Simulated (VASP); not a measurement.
# Cl (Im-3m) in VASP: further runs, part 2 of 2

VASP 6.6.1. The steps go on from the part before.

## (3) Single point, LDA

Contents of INCAR:

```
SYSTEM = Cl
PREC = Accurate ; ENCUT = 520
EDIFF = 1E-6 ; ISMEAR = -1
SIGMA = 0.05 ; LREAL = .FALSE.
LASPH = .TRUE. ; NELM = 60
ALGO = Normal ; ISIF = 2
LWAVE = .FALSE. ; LCHARG = .TRUE.
LELF = .TRUE. ; LVHAR = .TRUE.
NBANDS = 10
```

Contents of KPOINTS:

```
regular mesh
0
G
  17 17 17
  0 0 0
```

Contents of POSCAR:

```
Cl
1.0
    1.6610572642      1.6610572642      1.6610572642
   -1.6610572642      1.6610572642      1.6610572642
   -1.6610572642     -1.6610572642      1.6610572642
Cl
1
Direct
    0.0000000000      0.0000000000      0.0000000000
```

Potentials or basis: VASP PAW LDA potentials, release 64 (Cl).

On the command line:

```
cat potpaw_LDA.64/Cl/POTCAR > POTCAR
mpirun -np 1 vasp_std > vasp.out
```

OUTCAR:

```text
SYSTEM = Cl
   PREC = Accurate
   ENCUT = 520
   EDIFF = 1E-6
   ISMEAR = -1
   LREAL = .FALSE.
   LASPH = .TRUE.
   NELM = 60
   ISIF = 2

 ion  position               nearest neighbor table
   1  0.000  0.000  0.000-

  LATTYP: Found a body centered cubic cell.
 ALAT       =     3.3221145284

  Lattice vectors:

 A1 = (   1.6610572642,  -1.6610572642,  -1.6610572642)
 A2 = (   1.6610572642,   1.6610572642,   1.6610572642)
 A3 = (  -1.6610572642,  -1.6610572642,   1.6610572642)

Analysis of symmetry for initial positions (statically):
=====================================================================
 Subroutine PRICEL returns:
 Original cell was already a primitive cell.

 Routine SETGRP: Setting up the symmetry group for a
 body centered cubic supercell.

 Subroutine GETGRP returns: Found 48 space group operations
 (whereof 48 operations were pure point group operations)
 out of a pool of 48 trial point group operations.

The static configuration has the point symmetry O_h .

Analysis of symmetry for dynamics (positions and initial velocities):
=====================================================================
 Subroutine PRICEL returns:
 Original cell was already a primitive cell.

 Routine SETGRP: Setting up the symmetry group for a
 body centered cubic supercell.

 Subroutine GETGRP returns: Found 48 space group operations
 (whereof 48 operations were pure point group operations)
 out of a pool of 48 trial point group operations.

The dynamic configuration has the point symmetry O_h .

 Subroutine INISYM returns: Found 48 space group operations
 (whereof 48 operations are pure point group operations),
 and found     1 'primitive' translations

----------------------------------------------------------------------------------------

                                     Primitive cell

  volume of cell :      18.3322

  direct lattice vectors                    reciprocal lattice vectors
     1.661057264  1.661057264  1.661057264     0.301013102  0.000000000  0.301013102
    -1.661057264  1.661057264  1.661057264    -0.301013102  0.301013102  0.000000000
    -1.661057264 -1.661057264  1.661057264     0.000000000 -0.301013102  0.301013102

  length of vectors
     2.877035576  2.877035576  2.877035576     0.425696812  0.425696812  0.425696812

  position of ions in fractional coordinates (direct lattice)
     0.000000000  0.000000000  0.000000000

  ion indices of the primitive-cell ions
   primitive index   ion index
                 1           1

----------------------------------------------------------------------------------------

 KPOINTS: regular mesh

Automatic generation of k-mesh.
 Grid dimensions read from file:
 generate k-points for:   17   17   17

 Generating k-lattice:

  Cartesian coordinates                     Fractional coordinates (reciprocal lattice)
     0.017706653  0.000000000  0.017706653     0.058823529  0.000000000  0.000000000
    -0.017706653  0.017706653  0.000000000     0.000000000  0.058823529  0.000000000
     0.000000000 -0.017706653  0.017706653     0.000000000  0.000000000  0.058823529

  Length of vectors
     0.025040989  0.025040989  0.025040989

  Shift w.r.t. Gamma in fractional coordinates (k-lattice)
     0.000000000  0.000000000  0.000000000

 Subroutine IBZKPT returns following result:
 ===========================================

 Found    165 irreducible k-points:

 Following reciprocal coordinates:
            Coordinates               Weight
  0.000000  0.000000  0.000000      1.000000
  0.058824  0.000000  0.000000     12.000000
  0.117647  0.000000  0.000000     12.000000
  0.176471  0.000000  0.000000     12.000000
  0.235294  0.000000  0.000000     12.000000
  0.294118  0.000000  0.000000     12.000000
[... 16 lines left out ...]
 -0.470588  0.117647 -0.000000     48.000000
  0.352941  0.176471  0.000000     24.000000
 [... further k-points ...]
   k-points           NKPTS =    165   k-points in BZ     NKDIM =    165   number of bands    NBANDS=     10
   number of dos      NEDOS =    301   number of ions     NIONS =      1
   total plane-waves  NPLWV =  13824
   dimension x,y,z NGX =    24 NGY =   24 NGZ =   24
   dimension x,y,z NGXF=    48 NGYF=   48 NGZF=   48
   ions per type =               1
   NGX,Y,Z   is equivalent  to a cutoff of  13.87, 13.87, 13.87 a.u.
   NGXF,Y,Z  is equivalent  to a cutoff of  27.74, 27.74, 27.74 a.u.
 SYSTEM =  Cl
   PREC   = accura    normal or accurate (medium, high low for compatibility)
   ISTART =      0    job   : 0-new  1-cont  2-samecut
   ICHARG =      2    charge: 1-file 2-atom 10-const
   ISPIN  =      1    spin polarized calculation?
   LNONCOLLINEAR =      F non collinear calculations
   LSORBIT =      F    spin-orbit coupling
   LASPH  =      T    aspherical Exc in radial PAW
   ENCUT  =  520.0 eV  38.22 Ry    6.18 a.u.   5.35  5.35  5.35*2*pi/ulx,y,z
   NELM   =     60;   NELMIN=  2; NELMDL= -5     # of ELM steps
   EDIFF  = 0.1E-05   stopping-criterion for ELM
   LREAL  =      F    real-space projection
   EDIFFG = 0.1E-04   stopping-criterion for IOM
   NSW    =      0    number of steps for IOM
   IBRION =     -1    ionic relax: 0-MD 1-quasi-New 2-CG
   NFREE  =      0    steps in history (QN), initial steepest desc. (CG)
   ISIF   =      2    stress and relaxation
   ISYM   =      2    0-nonsym 1-usesym 2-fastsym
   POTIM  = 0.5000    time-step for ionic-motion
   TEBEG  =    0.0;   TEEND  =   0.0 temperature during run
   PSTRESS=    0.0 pullay stress
   NELECT =       7.0000    total number of electrons
   NUPDOWN=      -1.0000    fix difference up-down
   EMIN   =  10.00;   EMAX   =-10.00  energy-range for DOS
   EFERMI =   0.00;   METHOD = LEGACY
   ISMEAR =    -1;   SIGMA  =   0.05  broadening in eV -4-tet -1-fermi 0-gaus
   EFERMI_NEDOS =   21; number of points for ismear=-14 and -15
   IALGO  =     38    algorithm
   IMIX   =      4    mixing-type and parameters
     AMIX     =   0.40;   BMIX     =  1.00
     AMIX_MAG =   1.60;   BMIX_MAG =  1.00
  volume/ion in A,a.u.               =      18.33       123.71
  Fermi-wavevector in a.u.,A,eV,Ry     =   1.187689  2.244408 19.192464  1.410606
  Thomas-Fermi vector in A             =   2.323835
   LORBIT       =      0    0 simple, 1 ext, 2 COOP (PROOUT), +10 PAW based schemes
   GGA     = CA    functional components
   LHFCALC =     F    Hartree Fock is set to
   AEXX    =    0.0000 exact exchange contribution
   IVDW    =     0    specifies the selected vdW correction
   LEPSILON=     F    determine dielectric tensor
   LRPA    =     F    only Hartree local field effects (RPA)
 non-spin polarized calculation
  energy-cutoff  :      520.00
  volume of cell :       18.33
 maximum number of plane-waves:       531
 NGX is ok and might be reduce to    24
   NGX = 11   NGY = 11   NGZ = 11

 number of electron       6.9999999 magnetization

 Free energy of the ion-electron system (eV)
  ---------------------------------------------------
  ext. energy  EPLUGINS =         0.00000000
  ---------------------------------------------------
  free energy    TOTEN  =        -1.59924293 eV

  energy without entropy =       -1.58582130  energy(sigma->0) =       -1.59253211

 E-fermi :   3.5361     XC(G=0): -10.6781

 val. band max:        3.5309311883   @ k =   0.1176   0.2941   0.0588
 cond. band min:       3.5381582131   @ k =   0.2941   0.1176   0.1176
 fundamental gap:      0.0072270249
 Fermi energy:         3.5360880617

 k-point     1 :       0.0000    0.0000    0.0000
  band No.  band energies     occupation
      1     -12.9324      2.00000
      2       4.4353      0.00000
      3       4.4353      0.00000
      4       4.4353      0.00000
      5      14.0979      0.00000
      6      17.5335      0.00000
      7      17.5335      0.00000
      8      17.5335      0.00000
      9      20.7217      0.00000
     10      20.7217      0.00000

 k-point     2 :       0.0588    0.0000    0.0000
  band No.  band energies     occupation
      1     -12.8726      2.00000
      2       4.1517      0.00001
      3       4.3556      0.00000
      4       4.4245      0.00000
      5      14.3381      0.00000
      6      17.3340      0.00000
      7      17.4672      0.00000
      8      17.7646      0.00000
      9      20.3163      0.00000
     10      20.6635      0.00000
[... 274 lines left out ...]
 k-point    24 :       0.3529    0.1765    0.0000
  band No.  band energies     occupation
      1     -11.5017      2.00000
      2       0.2509      2.00000
      3       2.6957      2.00000
      4       3.8437      0.00425
      5      14.5425      0.00000
      6      15.3738      0.00000
      7      17.8063      0.00000
      8      19.6481      0.00000
      9      22.5889      0.00000
     10      23.6013      0.00000

 [... further k-points ...]
[... 5 lines left out ...]
  --------------------------------------------------------------------------------------
  -------------------------------------------------------------------------------------
  Total       -0.0074196     -0.0074196     -0.0074196      0.0000000      0.0000000      0.0000000
  in kB       -0.6484518     -0.6484518     -0.6484518      0.0000000      0.0000000      0.0000000
  external PRESSURE =      -0.6484518 kB  Pullay stress =       0.0000000 kB

 VOLUME and BASIS-vectors are now :
 -----------------------------------------------------------------------------
  energy-cutoff  :      520.00
  volume of cell :       18.33
      direct lattice vectors                 reciprocal lattice vectors
     1.661057264  1.661057264  1.661057264     0.301013102  0.000000000  0.301013102
    -1.661057264  1.661057264  1.661057264    -0.301013102  0.301013102  0.000000000
    -1.661057264 -1.661057264  1.661057264     0.000000000 -0.301013102  0.301013102

 POSITION                                       TOTAL-FORCE (eV/Angst)
 -----------------------------------------------------------------------------------
      0.00000      0.00000      0.00000         0.000000      0.000000     -0.000000
 -----------------------------------------------------------------------------------
    total drift:                               -0.000000     -0.000000      0.000000

  FREE ENERGIE OF THE ION-ELECTRON SYSTEM (eV)
  ---------------------------------------------------
  free  energy   TOTEN  =        -1.5992429281 eV

  energy  without entropy=       -1.5858213015  energy(sigma->0) =       -1.59253211
```

OSZICAR:

```text
N       E                     dE             d eps       ncg     rms          rms(c)
DAV:   1     0.159151550302E+02    0.15915E+02   -0.30904E+03  3340   0.543E+02
DAV:   2    -0.106697611829E+01   -0.16982E+02   -0.16458E+02  4384   0.100E+02
DAV:   3    -0.159817678362E+01   -0.53120E+00   -0.51801E+00  3962   0.149E+01
DAV:   4    -0.159996097330E+01   -0.17842E-02   -0.17839E-02  3996   0.106E+00
DAV:   5    -0.159996700498E+01   -0.60317E-05   -0.60319E-05  3962   0.588E-02    0.558E+00
DAV:   6    -0.159922156391E+01    0.74544E-03   -0.16898E-03  3754   0.217E-01    0.338E+00
DAV:   7    -0.159929757339E+01   -0.76009E-04   -0.17734E-03  3772   0.229E-01    0.828E-02
DAV:   8    -0.159924256920E+01    0.55004E-04   -0.21032E-04  3592   0.761E-02    0.628E-03
DAV:   9    -0.159924292809E+01   -0.35888E-06   -0.22016E-06  3734   0.108E-02
   1 F= -.15992429E+01 E0= -.15925321E+01  d E =-.134216E-01
```

stdout:

```text
POSCAR found type information on POSCAR Cl
 POSCAR found :  1 types and       1 ions
 scaLAPACK will be used
 LDA part: xc-table for (Slater(with rela. corr.)+CA(PZ))
 , standard interpolation
 POSCAR, INCAR and KPOINTS ok, starting setup
 FFT: planning ... GRIDC
 FFT: planning ... GRID_SOFT
 FFT: planning ... GRID
 WAVECAR not read
 entering main loop
```

Run time: 6.2 s. Hardware: 1 thread of Intel Xeon 6975P-C (Granite Rapids), shared host; peak memory 0.14 GiB.

Results:

* Free energy: -1.5992 eV
* Pressure: -0.1 GPa

Caveat: an odd number of electrons without spin polarisation forces a metal; a magnetic or distorted state may lie lower.

## (4) Relaxation of cell and atoms, LDA

Contents of INCAR:

```
PREC     = Accurate       # precision mode
ENCUT    = 600            # plane-wave cutoff, eV
EDIFF    = 1E-6           # SCF threshold, eV
ISMEAR   = -1             # smearing method
SIGMA    = 0.05           # smearing width, eV
LREAL    = False          # projectors in reciprocal space
LASPH    = True           # aspherical terms in the spheres
NELM     = 80             # most SCF steps
ALGO     = Normal         # electronic algorithm
ISIF     = 3              # what is computed and relaxed
LWAVE    = False          # write WAVECAR
LCHARG   = False          # write CHGCAR
GGA      = CA             # functional
IBRION   = 2              # ionic algorithm
NSW      = 80             # ionic steps
EDIFFG   = -0.01          # ionic threshold
```

Contents of KPOINTS:

```
regular mesh
0
Gamma
  17 17 17
```

POSCAR is that of step 3.

On the command line:

```
cat potpaw_LDA.64/Cl/POTCAR > POTCAR
mpirun -np 1 vasp_std > vasp.out
```

Run time: 5.7 s. Hardware: 1 thread of Intel Xeon 6975P-C (Granite Rapids), shared host; peak memory 0.13 GiB.

The run converged. Its results:

```
Free energy             : -1.5993 eV
Pressure after relaxing : 0.0 GPa
```

Final structure:
```
Cl
1.0
     1.66106    1.66106    1.66106
    -1.66106    1.66106    1.66106
    -1.66106   -1.66106    1.66106
Cl
1
Direct
  0.00000 0.00000 0.00000
```

Levels at points of the mesh, in eV from the Fermi level:
| k point | band 1 | band 2 | band 3 | band 4 | band 5 | band 6 | band 7 |
| --- | --- | --- | --- | --- | --- | --- | --- |
| (0.00, 0.00, 0.00) | -16.47 | 0.90 | 0.90 | 0.90 | 10.56 | 14.00 | 14.00 |

Caveat: the relaxation stopped at its first step, so nothing moved; an odd number of electrons without spin polarisation forces a metal; a magnetic or distorted state may lie lower.

## (5) Summary

```csv
task,cell,k mesh,cutoff (eV),gap on the mesh (eV),pressure (GPa)
single point,as given,16 × 16 × 16,520,none,-0.1
single point,as given,17 × 17 × 17,520,none,-0.1
relaxation of cell and atoms,relaxed,17 × 17 × 17,600,none,0.0
```

Alike in all rows: level LDA; potentials or basis VASP PAW LDA potentials, release 64 (Cl); no spin polarisation; smearing fermi-dirac 0.05 eV.

Caveats: an odd number of electrons without spin polarisation forces a metal; a magnetic or distorted state may lie lower; the relaxation stopped at its first step, so nothing moved (some runs).

Total energies depend on the potentials used, so only differences within one code and one set of settings carry meaning.
